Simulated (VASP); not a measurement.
**Hg: single point with PBE+D3(BJ)**

Hg:

```xyz
3
Lattice="5.4801 0.0000 0.0000 -2.7401 4.7459 0.0000 0.0000 0.0000 3.2615" Properties=species:S:1:pos:R:3 pbc="T T T"
Hg    0.0000    3.1639    1.6308
Hg    0.0000    0.0000    0.0000
Hg    2.7401    1.5820    1.6308
```

| Quantity | Value |
| --- | --- |
| Program | VASP 6.6.1 |
| Task | single point |
| Functional | PBE |
| Dispersion | D3(BJ) |
| Potentials or basis | VASP PAW PBE potentials, release 64 (Hg) |
| Cutoff | 520 eV |
| k mesh | 9 × 9 × 14 |
| Occupations | gaussian, width 0.1 eV |
| Spin | no spin polarisation |

| Item | Value |
| --- | --- |
| Pressure | -1.4 GPa |
| Band gap on the k mesh | zero (bands 18 and 19 overlap by 2.58 eV) |
| Dispersion energy per atom | -0.372 eV |

Levels at points of the mesh, in eV from the Fermi level:
| k point | band 14 | band 15 | band 16 | band 17 | band 18 | band 19 | band 20 | band 21 | band 22 | band 23 |
| --- | --- | --- | --- | --- | --- | --- | --- | --- | --- | --- |
| (0.00, 0.00, 0.00) | -6.15 | -5.73 | -5.73 | -1.42 | -1.04 | 1.86 | 1.86 | 1.93 | 1.93 | 7.76 |
| (0.00, 0.00, 0.50) | -5.81 | -5.52 | -3.33 | -2.72 | 1.81 | 2.86 | 3.20 | 3.66 | 3.98 | 3.98 |

Wall time 65 s on 1 thread of Intel(R) Xeon(R) 6975P-C (Granite Rapids), on a shared host, peak memory 0.31 GiB.

Caveat: spin-orbit coupling is left out, which moves the levels of the heavy elements.
